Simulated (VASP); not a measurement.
Runs of VASP 6.6.1 on B. The structure is that of space group R-3m (No. 166), or close to it. The cells are those of the table. 

```tsv
task	cell	k mesh	cutoff (eV)	gap on the mesh (eV)	pressure (GPa)	largest force (eV/Å)
single point	a = 5.161 Å, angles 65.6°, 15 atoms	6 × 6 × 6	520	none	19.3	5.16
relaxation of cell and atoms	relaxed from a = 5.161 Å, angles 65.6°, 15 atoms	6 × 6 × 6	600	none	0.0	0.04
single point	a = 5.191 Å, angles 67.7°, 15 atoms	6 × 6 × 6	520	none	(a)	0.02
single point	a = 5.190 Å, angles 67.8°, 15 atoms	9 × 9 × 9	520	none	0.3	0.02
```

Alike in all rows: level PBEsol; potentials or basis VASP PAW PBE potentials, release 64 (B); no spin polarisation; smearing gaussian 0.1 eV.

Q: Fill in the values left out.

A: (a) 0.4.

Caveats: the PAW data sets were made with another functional, which shifts forces and pressure a little.

A gap of «none» marks levels without a gap at the run's occupations.
